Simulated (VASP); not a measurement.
# WSe2 in VASP: further runs

WSe2 is run at these levels: r2SCAN; tasks: single point.

All numbers are computed with VASP 6.6.1; they aren't measurements. Logs are shortened: lines on timing, memory, paths and dates and some standing lists are left out, and cuts for length are marked.

## Step 1: The cell of the first run

The cell holds a slab with vacuum, 3 atoms: a = 3.248 Å, b = 3.248 Å, c = 16.859 Å, α = 90.00°, β = 90.00°, γ = 120.00°.

## Step 2: Single point, r2SCAN (biaxial strain in the a-b plane: -2.0 %, then relaxed in part)

Contents of POSCAR:

```
WSe2
1.0
    3.2480763339      0.0000000000      0.0000000000
   -1.6240381670      2.8129166186      0.0000000000
    0.0000000000      0.0000000000     16.8589419504
W Se
1 2
Direct
    0.0000000000      0.0000000000      0.0000000000
    0.3333333333      0.6666666667      0.0999524282
    0.3333333333      0.6666666667      0.9000475718
```

Contents of INCAR.step1:

```
SYSTEM = WSe2
PREC     = Accurate       ! precision mode
ENCUT    = 520            ! plane-wave cutoff, eV
ISMEAR   = 0              ! smearing method
SIGMA    = 0.02           ! smearing width, eV
LREAL    = .False.        ! projectors in reciprocal space
LASPH    = .True.         ! aspherical terms in the spheres
NELM     = 80             ! most SCF steps
NBANDS   = 20             ! bands
GGA      = PE             ! functional
ALGO     = Normal         ! electronic algorithm
EDIFF    = 1E-4           ! SCF threshold, eV
LWAVE    = .True.         ! write WAVECAR
LCHARG   = .False.        ! write CHGCAR
```

Contents of INCAR.step2:

```
SYSTEM = WSe2
PREC     = Accurate       ! precision mode
ENCUT    = 520            ! plane-wave cutoff, eV
EDIFF    = 1E-6           ! SCF threshold, eV
ISMEAR   = 0              ! smearing method
SIGMA    = 0.02           ! smearing width, eV
LREAL    = .False.        ! projectors in reciprocal space
LASPH    = .True.         ! aspherical terms in the spheres
NELM     = 80             ! most SCF steps
ALGO     = Normal         ! electronic algorithm
ISIF     = 2              ! what is computed and relaxed
LWAVE    = .False.        ! write WAVECAR
LCHARG   = .True.         ! write CHGCAR
METAGGA  = R2SCAN         ! meta-GGA
LMIXTAU  = .True.       
LELF     = .True.         ! ELF
LVHAR    = .True.       
NBANDS   = 20             ! bands
ISTART   = 1
```

Contents of KPOINTS:

```
regular mesh
0
Gamma
  12 12 2
  0 0 0
```

Potentials or basis: VASP PAW PBE potentials, release 64 (W_sv, Se).

Run with:

```
cat potpaw_PBE.64/W_sv/POTCAR potpaw_PBE.64/Se/POTCAR > POTCAR
cp INCAR.step1 INCAR
mpirun -np 1 vasp_std > vasp.out
cp INCAR.step2 INCAR
mpirun -np 1 vasp_std > vasp.out
```

OUTCAR:

```text
SYSTEM = WSe2
   PREC = Accurate
   ENCUT = 520
   EDIFF = 1E-6
   ISMEAR = 0
   LREAL = .False.
   LASPH = .True.
   NELM = 80
   ISIF = 2
   METAGGA = R2SCAN
   ISTART = 1

 ion  position               nearest neighbor table
   1  0.000  0.000  0.000-   2 2.52   3 2.52   2 2.52   3 2.52   2 2.52   3 2.52
   2  0.333  0.667  0.100-   1 2.52   1 2.52   1 2.52
   3  0.333  0.667  0.900-   1 2.52   1 2.52   1 2.52

  LATTYP: Found a hexagonal cell.
 ALAT       =     3.2480763339
 C/A-ratio  =     5.1904389606

  Lattice vectors:

 A1 = (   3.2480763339,   0.0000000000,   0.0000000000)
 A2 = (  -1.6240381670,   2.8129166186,   0.0000000000)
 A3 = (   0.0000000000,   0.0000000000,  16.8589419504)

Analysis of symmetry for initial positions (statically):
=====================================================================
 Subroutine PRICEL returns:
 Original cell was already a primitive cell.

 Routine SETGRP: Setting up the symmetry group for a
 hexagonal supercell.

 Subroutine GETGRP returns: Found 12 space group operations
 (whereof 12 operations were pure point group operations)
 out of a pool of 24 trial point group operations.

The static configuration has the point symmetry D_3h.

Analysis of symmetry for dynamics (positions and initial velocities):
=====================================================================
 Subroutine PRICEL returns:
 Original cell was already a primitive cell.

 Routine SETGRP: Setting up the symmetry group for a
 hexagonal supercell.

 Subroutine GETGRP returns: Found 12 space group operations
 (whereof 12 operations were pure point group operations)
 out of a pool of 24 trial point group operations.

The dynamic configuration has the point symmetry D_3h.

 Subroutine INISYM returns: Found 12 space group operations
 (whereof 12 operations are pure point group operations),
 and found     1 'primitive' translations

----------------------------------------------------------------------------------------

                                     Primitive cell

  volume of cell :     154.0329

  direct lattice vectors                    reciprocal lattice vectors
     3.248076334  0.000000000  0.000000000     0.307874538  0.177751447  0.000000000
    -1.624038167  2.812916619  0.000000000     0.000000000  0.355502895  0.000000000
     0.000000000  0.000000000 16.858941950     0.000000000  0.000000000  0.059315703

  length of vectors
     3.248076334  3.248076334 16.858941950     0.355502895  0.355502895  0.059315703

  position of ions in fractional coordinates (direct lattice)
     0.000000000  0.000000000  0.000000000
     0.333333333  0.666666667  0.099952428
     0.333333333  0.666666667  0.900047572

  ion indices of the primitive-cell ions
   primitive index   ion index
                 1           1
                 2           2
                 3           3

----------------------------------------------------------------------------------------

 KPOINTS: regular mesh

Automatic generation of k-mesh.
 Grid dimensions read from file:
 generate k-points for:   12   12    2

 Generating k-lattice:

  Cartesian coordinates                     Fractional coordinates (reciprocal lattice)
     0.025656211  0.014812621  0.000000000     0.083333333  0.000000000  0.000000000
     0.000000000  0.029625241  0.000000000     0.000000000  0.083333333  0.000000000
     0.000000000  0.000000000  0.029657852     0.000000000  0.000000000  0.500000000

  Length of vectors
     0.029625241  0.029625241  0.029657852

  Shift w.r.t. Gamma in fractional coordinates (k-lattice)
     0.000000000  0.000000000  0.000000000

 Subroutine IBZKPT returns following result:
 ===========================================

 Found     38 irreducible k-points:

 Following reciprocal coordinates:
            Coordinates               Weight
  0.000000  0.000000  0.000000      1.000000
  0.083333  0.000000  0.000000      6.000000
  0.166667  0.000000  0.000000      6.000000
  0.250000  0.000000  0.000000      6.000000
  0.333333  0.000000  0.000000      6.000000
  0.416667  0.000000  0.000000      6.000000
[... 16 lines left out ...]
  0.250000  0.000000  0.500000      6.000000
  0.333333  0.000000  0.500000      6.000000
 [... further k-points ...]
   k-points           NKPTS =     38   k-points in BZ     NKDIM =     38   number of bands    NBANDS=     20
   number of dos      NEDOS =    301   number of ions     NIONS =      3
   total plane-waves  NPLWV =  72576
   dimension x,y,z NGX =    24 NGY =   24 NGZ =  126
   dimension x,y,z NGXF=    48 NGYF=   48 NGZF=  252
   ions per type =               1   2
   NGX,Y,Z   is equivalent  to a cutoff of  12.28, 12.28, 12.42 a.u.
   NGXF,Y,Z  is equivalent  to a cutoff of  24.57, 24.57, 24.85 a.u.
 SYSTEM =  WSe2
   PREC   = accura    normal or accurate (medium, high low for compatibility)
   ISTART =      1    job   : 0-new  1-cont  2-samecut
   ICHARG =      0    charge: 1-file 2-atom 10-const
   ISPIN  =      1    spin polarized calculation?
   LNONCOLLINEAR =      F non collinear calculations
   LSORBIT =      F    spin-orbit coupling
   LASPH  =      T    aspherical Exc in radial PAW
   ENCUT  =  520.0 eV  38.22 Ry    6.18 a.u.   6.04  6.04 31.35*2*pi/ulx,y,z
   NELM   =     80;   NELMIN=  2; NELMDL=  0     # of ELM steps
   EDIFF  = 0.1E-05   stopping-criterion for ELM
   LREAL  =      F    real-space projection
   EDIFFG = 0.1E-04   stopping-criterion for IOM
   NSW    =      0    number of steps for IOM
   IBRION =     -1    ionic relax: 0-MD 1-quasi-New 2-CG
   NFREE  =      0    steps in history (QN), initial steepest desc. (CG)
   ISIF   =      2    stress and relaxation
   ISYM   =      2    0-nonsym 1-usesym 2-fastsym
   POTIM  = 0.5000    time-step for ionic-motion
   TEBEG  =    0.0;   TEEND  =   0.0 temperature during run
   PSTRESS=    0.0 pullay stress
   NELECT =      26.0000    total number of electrons
   NUPDOWN=      -1.0000    fix difference up-down
   EMIN   =  10.00;   EMAX   =-10.00  energy-range for DOS
   EFERMI =   0.00;   METHOD = LEGACY
   ISMEAR =     0;   SIGMA  =   0.02  broadening in eV -4-tet -1-fermi 0-gaus
   EFERMI_NEDOS =   21; number of points for ismear=-14 and -15
   IALGO  =     38    algorithm
   IMIX   =      4    mixing-type and parameters
     AMIX     =   0.40;   BMIX     =  1.00
     AMIX_MAG =   1.60;   BMIX_MAG =  1.00
  volume/ion in A,a.u.               =      51.34       346.49
  Fermi-wavevector in a.u.,A,eV,Ry     =   0.904749  1.709728 11.137333  0.818571
  Thomas-Fermi vector in A             =   2.028234
   LORBIT       =      0    0 simple, 1 ext, 2 COOP (PROOUT), +10 PAW based schemes
   METAGGA = R2SCAN    functional components
   LHFCALC =     F    Hartree Fock is set to
   AEXX    =    0.0000 exact exchange contribution
   IVDW    =     0    specifies the selected vdW correction
   LEPSILON=     F    determine dielectric tensor
   LRPA    =     F    only Hartree local field effects (RPA)
 non-spin polarized calculation
 Gauss-broadening in eV      SIGMA  =   0.02
  energy-cutoff  :      520.00
  volume of cell :      154.03
 maximum number of plane-waves:      4198
   NGX = 13   NGY = 13   NGZ = 63

 number of electron      25.9999999 magnetization

 Free energy of the ion-electron system (eV)
  ---------------------------------------------------
  ext. energy  EPLUGINS =         0.00000000
  ---------------------------------------------------
  free energy    TOTEN  =       -81.70897371 eV

  energy without entropy =      -81.70897371  energy(sigma->0) =      -81.70897371

 E-fermi :  -0.6619     XC(G=0):  -4.8868

 val. band max:       -0.8978824623   @ k =   0.3333   0.3333   0.0000
 cond. band min:       0.8978608903   @ k =   0.1667   0.1667   0.0000
 fundamental gap:      1.7957433526
 Fermi energy:        -0.6618524611

 k-point     1 :       0.0000    0.0000    0.0000
  band No.  band energies     occupation
      1     -76.8299      2.00000
      2     -40.4572      2.00000
      3     -40.2843      2.00000
      4     -40.2843      2.00000
      5     -16.4974      2.00000
      6     -15.1587      2.00000
[... 12 lines left out ...]
     19       4.5927      0.00000
     20       4.9067      0.00000

 k-point     2 :       0.0833    0.0000    0.0000
  band No.  band energies     occupation
      1     -76.8289      2.00000
      2     -40.4535      2.00000
      3     -40.3038      2.00000
      4     -40.2888      2.00000
      5     -16.3819      2.00000
      6     -15.0997      2.00000
[... 12 lines left out ...]
     19       4.7353      0.00000
     20       5.2742      0.00000

 k-point     3 :       0.1667    0.0000    0.0000
  band No.  band energies     occupation
      1     -76.8263      2.00000
      2     -40.4431      2.00000
      3     -40.3568      2.00000
      4     -40.3012      2.00000
      5     -16.0500      2.00000
      6     -14.9308      2.00000
[... 12 lines left out ...]
     19       5.1411      0.00000
     20       5.8417      0.00000

 k-point     4 :       0.2500    0.0000    0.0000
  band No.  band energies     occupation
      1     -76.8227      2.00000
      2     -40.4289      2.00000
      3     -40.4284      2.00000
      4     -40.3181      2.00000
      5     -15.5488      2.00000
      6     -14.6782      2.00000
[... 12 lines left out ...]
     19       5.7610      0.00000
     20       6.2792      0.00000

 k-point     5 :       0.3333    0.0000    0.0000
  band No.  band energies     occupation
      1     -76.8191      2.00000
      2     -40.4991      2.00000
      3     -40.4146      2.00000
      4     -40.3349      2.00000
      5     -14.9683      2.00000
      6     -14.3934      2.00000
[... 12 lines left out ...]
     19       6.2262      0.00000
     20       6.4289      0.00000
[... 353 lines left out ...]
      6     -15.0997      2.00000
[... 12 lines left out ...]
     19       4.4469      0.00000
     20       5.7645      0.00000

 k-point    22 :       0.1667    0.0000    0.5000
  band No.  band energies     occupation
      1     -76.8263      2.00000
      2     -40.4431      2.00000
      3     -40.3568      2.00000
      4     -40.3012      2.00000
      5     -16.0500      2.00000
      6     -14.9308      2.00000
[... 12 lines left out ...]
     19       4.9078      0.00000
     20       6.2942      0.00000

 k-point    23 :       0.2500    0.0000    0.5000
  band No.  band energies     occupation
      1     -76.8227      2.00000
      2     -40.4289      2.00000
      3     -40.4284      2.00000
      4     -40.3181      2.00000
      5     -15.5488      2.00000
      6     -14.6782      2.00000
[... 12 lines left out ...]
     19       5.4247      0.00000
     20       6.8521      0.00000

 k-point    24 :       0.3333    0.0000    0.5000
  band No.  band energies     occupation
      1     -76.8191      2.00000
      2     -40.4991      2.00000
      3     -40.4146      2.00000
      4     -40.3349      2.00000
      5     -14.9683      2.00000
      6     -14.3934      2.00000
[... 12 lines left out ...]
     19       6.2190      0.00000
     20       6.3616      0.00000

 [... further k-points ...]

------------------------ aborting loop because EDIFF is reached ----------------------------------------

  FORCE on cell =-STRESS in cart. coord.  units (eV):
  Direction    XX          YY          ZZ          XY          YZ          ZX
  --------------------------------------------------------------------------------------
  -------------------------------------------------------------------------------------
  Total        2.0502535      2.0502535      0.1510458     -0.0000000      0.0000000      0.0000000
  in kB       21.3257711     21.3257711      1.5711074     -0.0000000      0.0000000      0.0000000
  external PRESSURE =      14.7408832 kB  Pullay stress =       0.0000000 kB

 VOLUME and BASIS-vectors are now :
 -----------------------------------------------------------------------------
  energy-cutoff  :      520.00
  volume of cell :      154.03
      direct lattice vectors                 reciprocal lattice vectors
     3.248076334  0.000000000  0.000000000     0.307874538  0.177751447  0.000000000
    -1.624038167  2.812916619  0.000000000     0.000000000  0.355502895  0.000000000
     0.000000000  0.000000000 16.858941950     0.000000000  0.000000000  0.059315703

 POSITION                                       TOTAL-FORCE (eV/Angst)
 -----------------------------------------------------------------------------------
      0.00000      0.00000      0.00000         0.000000     -0.000000      0.000000
     -0.00000      1.87528      1.68509        -0.000000      0.000000      0.047204
     -0.00000      1.87528     15.17385        -0.000000     -0.000000     -0.047204
 -----------------------------------------------------------------------------------
    total drift:                                0.000001     -0.000000     -0.000000

  FREE ENERGIE OF THE ION-ELECTRON SYSTEM (eV)
  ---------------------------------------------------
  free  energy   TOTEN  =       -81.7089737078 eV

  energy  without entropy=      -81.7089737078  energy(sigma->0) =      -81.70897371
```

Run time: 12 min. Hardware: 1 thread of Intel Xeon 8259CL, shared host; peak memory 0.36 GiB.

Results:

* Free energy: -81.7090 eV
* Largest force: 0.047 eV/Å
* Band gap on the k mesh: 1.80 eV (least direct gap 1.92 eV)

Forces in eV/Å, atoms in the order of the input:
```
W    0.000  0.000  0.000
Se   0.000  0.000  0.047
Se   0.000  0.000 -0.047
```

Caveat: the cell differs from its parent crystal (biaxial strain in the a-b plane: -2.0 %, then relaxed in part); there is no dipole correction, which matters where the two faces differ; the PAW data sets were made with another functional, which shifts forces and pressure a little; spin-orbit coupling is left out, which moves the levels of the heavy elements.

## Step 3: Single point, r2SCAN (biaxial strain in the a-b plane: -2.0 %)

Contents of POSCAR:

```
WSe2
1.0
    3.2480763339      0.0000000000      0.0000000000
   -1.6240381670      2.8129166186      0.0000000000
    0.0000000000      0.0000000000     16.8585801057
W Se
1 2
Direct
    0.0000000000      0.0000000000      0.0000000000
    0.3333333333      0.6666666667      0.0997031696
    0.3333333333      0.6666666667      0.9002968304
```

Contents of INCAR.step1:

```
SYSTEM = WSe2
ALGO     = Normal         ! electronic algorithm
EDIFF    = 1E-4           ! SCF threshold, eV
ENCUT    = 520            ! plane-wave cutoff, eV
GGA      = PE             ! functional
ISMEAR   = 0              ! smearing method
LASPH    = .TRUE.         ! aspherical terms in the spheres
LCHARG   = .FALSE.        ! write CHGCAR
LREAL    = .FALSE.        ! projectors in reciprocal space
LWAVE    = .TRUE.         ! write WAVECAR
NBANDS   = 20             ! bands
NELM     = 60             ! most SCF steps
PREC     = Accurate       ! precision mode
SIGMA    = 0.02           ! smearing width, eV
```

Contents of INCAR.step2:

```
SYSTEM = WSe2
ALGO     = Normal         ! electronic algorithm
EDIFF    = 1E-6           ! SCF threshold, eV
ENCUT    = 520            ! plane-wave cutoff, eV
ISIF     = 2              ! what is computed and relaxed
ISMEAR   = 0              ! smearing method
ISTART   = 1            
LASPH    = .TRUE.         ! aspherical terms in the spheres
LCHARG   = .FALSE.        ! write CHGCAR
LMIXTAU  = .TRUE.       
LREAL    = .FALSE.        ! projectors in reciprocal space
LWAVE    = .FALSE.        ! write WAVECAR
METAGGA  = R2SCAN         ! meta-GGA
NBANDS   = 20             ! bands
NELM     = 60             ! most SCF steps
PREC     = Accurate       ! precision mode
SIGMA    = 0.02           ! smearing width, eV
```

Contents of KPOINTS:

```
k-points
0
G
  12 12 2
  0 0 0
```

Potentials or basis: VASP PAW PBE potentials, release 64 (W_sv, Se).

Run with:

```
cat potpaw_PBE.64/W_sv/POTCAR potpaw_PBE.64/Se/POTCAR > POTCAR
cp INCAR.step1 INCAR
mpirun -np 1 vasp_std > vasp.out
cp INCAR.step2 INCAR
mpirun -np 1 vasp_std > vasp.out
```

Run time: 12 min. Hardware: 1 thread of Intel Xeon 8259CL, shared host; peak memory 0.35 GiB.

The run converged. Its results:

```yaml
Free_energy: -81.7082 eV
Largest_force: 0.127 eV/Å
Band_gap_on_the_k_mesh: 1.81 eV (least direct gap 1.91 eV)
```

Forces on the atoms (eV/Å):
```
W    0.000  0.000  0.000
Se   0.000  0.000  0.127
Se   0.000  0.000 -0.127
```

Levels at points of the mesh, in eV from the valence-band top:
```
           k point  band 11  band 12  band 13  band 14  band 15  band 16
(0.00, 0.00, 0.00)    -1.21    -1.21    -0.49     3.27     3.27     3.42
(0.50, 0.00, 0.00)    -2.42    -1.11    -0.92     2.77     3.07     4.12
(0.00, 0.00, 0.50)    -1.21    -1.21    -0.49     3.27     3.27     3.42
(0.50, 0.00, 0.50)    -2.42    -1.11    -0.92     2.77     3.07     4.12
```

Caveat: the cell differs from its parent crystal (biaxial strain in the a-b plane: -2.0 %); there is no dipole correction, which matters where the two faces differ; the PAW data sets were made with another functional, which shifts forces and pressure a little; spin-orbit coupling is left out, which moves the levels of the heavy elements.
